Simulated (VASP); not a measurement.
Input of a VASP 6.6.1 run:

INCAR

```
PREC = Accurate
ENCUT = 520
EDIFF = 1E-7
ISMEAR = -1
SIGMA = 0.1
LREAL = False
LASPH = True
NELM = 100
ALGO = Normal
ISIF = 2
LWAVE = False
LCHARG = True
LELF = True
LVHAR = True
NBANDS = 16
```

Contents of KPOINTS:

```
regular mesh
0
Gamma
  18 18 5
```

File POSCAR:

```
Si
1.0
    2.6836668789      0.0000000000      0.0000000000
   -1.3418334394      2.3241236924      0.0000000000
    0.0000000000      0.0000000000      8.9042095390
Si
4
Direct
    0.0000000000      0.0000000000      1.0000000000
    1.0000000000      0.0000000000      0.5000000000
    0.3333333333      0.6666666667      0.2500000000
    0.6666666667      0.3333333333      0.7500000000
```

Potentials or basis: VASP PAW LDA potentials, release 64 (Si).

The run is started by

```console
$ cat potpaw_LDA.64/Si/POTCAR > POTCAR
$ mpirun -np 1 vasp_std > vasp.out
```

(1) Predict the band gap on the k mesh.

(2) What does it give for the pressure?

Results:

(1) zero (band 8 reaches 19.49 eV, above the bottom of band 9 at 6.76 eV).

(2) 0.0 GPa.
